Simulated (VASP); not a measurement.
Here is a VASP 6.6.1 calculation.

INCAR

```
SYSTEM = Si
PREC = Accurate
ENCUT = 520
EDIFF = 1E-6
ISMEAR = 0
SIGMA = 0.05
LREAL = .False.
LASPH = .True.
NELM = 100
ALGO = Normal
ISIF = 2
LWAVE = .False.
LCHARG = .False.
GGA = PE
NBANDS = 26
```

File KPOINTS:

```
regular mesh
0
Gamma
  10 10 3
  0 0 0
```

File POSCAR:

```
Si
1.0
   -3.8510822046      0.0000000000      0.0000000000
   -1.9255411023     -3.3351350213      0.0000000000
   -1.1232323097     -0.8337837553     12.7293621948
Si
8
Direct
    0.1822556606      0.1067168242      0.9064660365
    0.2655889939      0.2317168242      0.4064660365
    0.6405889939      0.6275501575      0.1564660365
    0.5572556606      0.5025501575      0.6564660365
    0.3177443394      0.3099498425      0.0935339635
    0.2344110061      0.1849498425      0.5935339635
    0.6094110061      0.5807831758      0.3435339635
    0.5260776727      0.4557831758      0.8435339635
```

Potentials or basis: VASP PAW PBE potentials, release 64 (Si).

Command:

```console
$ cat potpaw_PBE.64/Si/POTCAR > POTCAR
$ mpirun -np 1 vasp_std > vasp.out
```

Estimate the largest force.

1.426 eV/Å.

Estimate the band gap on the k mesh.

zero (bands 16 and 17 overlap by 0.29 eV).

What does it give for the pressure?

-0.9 GPa.

Forces on the atoms (eV/Å):
```
Si  -0.783 -0.637  0.689
Si   0.003 -0.002 -0.029
Si  -0.172 -0.094 -0.043
Si  -0.169 -0.098 -0.164
Si   1.053  0.717 -0.641
Si   0.008  0.006  0.042
Si   0.058  0.079  0.096
Si   0.003  0.029  0.051
```

Caveat: the cell differs from its parent crystal (the part above a cut slid along it); semilocal functionals underestimate gaps, and a narrow one can read as zero; forces of over 1 eV/Å act on the atoms, so gaps and moduli don't describe the material at rest.
